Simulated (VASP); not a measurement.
Wanted: the native input for a VASP 6.6.1 run.

| Item | Value |
| --- | --- |
| Task | single point |
| Functional | PBEsol |
| Potentials or basis | VASP PAW PBE potentials, release 64 (Au) |
| Cutoff | 520 eV |
| k mesh | 14 × 14 × 4 |
| Occupations | fermi-dirac, width 0.1 eV |
| Spin | no spin polarisation |
| Dipole correction | no |
| Further INCAR settings | ALGO = Normal; EDIFF = 1e-06; NBANDS = 30 |

The structure of Au lies in POSCAR:

```
Au
1.0
    2.9060441745      0.0000000000      0.0000000000
   -1.4530220872      2.5167080797      0.0000000000
    0.0000000000      0.0000000000      9.6795355176
Au
4
Direct
    0.0000000000      0.0000000000      1.0000000000
    0.0000000000      0.0000000000      0.5000000000
    0.3333333333      0.6666666667      0.2500000000
    0.6666666667      0.3333333333      0.7500000000
```

This cell differs from its parent crystal: volume scaled by 1.04.

These files were run (other wordings do the same):

INCAR

```
SYSTEM = Au
ALGO = Normal
EDIFF = 1E-6
ENCUT = 520
GGA = PS
ISIF = 2
ISMEAR = -1
LASPH = .True.
LCHARG = .False.
LREAL = .False.
LWAVE = .False.
NBANDS = 30
NELM = 60
PREC = Accurate
SIGMA = 0.1
```

KPOINTS

```
k-points
0
Gamma
  14 14 4
  0 0 0
```

Potentials or basis: VASP PAW PBE potentials, release 64 (Au).

Run with:

```bash
$ cat potpaw_PBE.64/Au/POTCAR > POTCAR
$ mpirun -np 1 vasp_std > vasp.out
```

Results of the run:

The pressure is -6.3 GPa. The band gap on the k mesh is zero (band 22 reaches 11.09 eV, above the bottom of band 23 at 6.41 eV).

Caveat: the PAW data sets were made with another functional, which shifts forces and pressure a little; spin-orbit coupling is left out, which moves the levels of the heavy elements.

It took 61 s on 1 thread of Intel(R) Xeon(R) 6975P-C (Granite Rapids), with other jobs on the host, peak memory 0.26 GiB.
